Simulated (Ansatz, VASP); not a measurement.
KCl in VASP and in Ansatz

Contents of INCAR:

```
  PREC = Accurate
  ENCUT = 520
  EDIFF = 1E-8
  ISMEAR = -1
  SIGMA = 0.03
  LREAL = F
  LASPH = T
  NELM = 100
  ALGO = Normal
  ISIF = 2
  LWAVE = F
  LCHARG = F
  LEFG = T
  NBANDS = 15
```

File KPOINTS:

```
regular mesh
0
Gamma
  7 7 7
```

Contents of POSCAR:

```
KCl
1.0
    0.0315610000      3.1718805000      3.1718805000
    3.1718805000      0.0315610000      3.1718805000
    3.1718805000      3.1718805000      0.0315610000
K Cl
1 1
Direct
    0.0000000000      0.0000000000      0.0000000000
    0.5000000000      0.5000000000      0.5000000000
```

Input for Ansatz:

```yaml
crystal:
  lattice:
    - [0.031561, 3.1718805, 3.1718805]
    - [3.1718805, 0.031561, 3.1718805]
    - [3.1718805, 3.1718805, 0.031561]
  atoms:
    - { symbol: K, position: [0.0, 0.0, 0.0] }
    - { symbol: Cl, position: [0.5, 0.5, 0.5] }
kpoints:
  mp_grid: { grid: [7, 7, 7] }
scf:
  occupations: { method: fermi_dirac, width: 0.03 }
hamiltonian:
  xc: lda
  pseudopotentials: { kind: paw }
output:
  forces: true
  stress: true
  eigenvalues: true
  efg: { contact_densities: true }
```

Change from the starting cell: equal xy, yz and zx shear strains of +1 %, PAW files.

Alike in both runs: task electric field gradients; functional LDA; k mesh 7 × 7 × 7; occupations fermi-dirac, width 0.03 eV; no spin polarisation.

|  | VASP | Ansatz |
| --- | --- | --- |
| version | VASP 6.6.1 | Ansatz 0.2.0 |
| potentials or method | VASP PAW LDA potentials, release 64 (K_sv, Cl) | PAW with Ansatz's default frozen-core files, scalar-relativistic |
| plane-wave cutoff (eV) | 520 | 420 |
| valence electrons in the cell | 16 | 16 |

|  | VASP | Ansatz | Ansatz less VASP |
| --- | --- | --- | --- |
| gap on the k mesh at the Fermi level (eV) | 4.71 | 4.70 | -0.005 |
| pressure (GPa) | -2.0 | -2.1 | -0.04 |
| traceless stress, the component that is largest in VASP (GPa) | -0.07 | -0.08 | -0.001 |
| size of Vzz on the site where it differs most (V/Å²) | 1.5 | 1.5 | +0.03 |

LDA's correlation is that of Perdew and Zunger in VASP and of Perdew and Wang (1992) in Ansatz.
